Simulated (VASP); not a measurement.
The system is C.

```
C
1.0
     1.22803    0.70900    3.34701
    -1.22803    0.70900    3.34701
     0.00000   -1.41801    3.34701
C
2
Direct
  0.83600 0.83600 0.83600
  0.16400 0.16400 0.16400
```

* Program: VASP 6.6.1
* Task: relaxation of volume and atoms at fixed shape
* Functional: r2SCAN
* Potentials or basis: VASP PAW PBE potentials, release 64 (C)
* Cutoff: 600 eV
* k mesh: 10 × 10 × 10
* Occupations: gaussian, width 0.02 eV
* Spin: no spin polarisation

At the start: pressure 0.4 GPa; volume 8.74 Å³/atom.

How do energy, volume and symmetry change on relaxing?

Over 3 steps the energy falls by 12.3 meV/atom and the volume is 8.76 Å³/atom (+0.2 %); space group R-3m (No. 166, to 0.1 Å) before and after.

The path:
```tsv
step	energy change (eV)	largest force (eV/Å)	pressure (GPa)	volume (Å³)
1	0.0000	0.9171	0.40	17.48
2	-0.0139	0.6063	-0.41	17.54
3	-0.0245	0.0017	0.01	17.52
```

Final structure:
```
C
1.0
     1.22881    0.70945    3.34913
    -1.22881    0.70945    3.34913
     0.00000   -1.41890    3.34913
C
2
Cartesian
  0.0000 0.0000 8.3730
  0.0000 0.0000 1.6744
```

Caveat: the PAW data sets were made with another functional, which shifts forces and pressure a little.
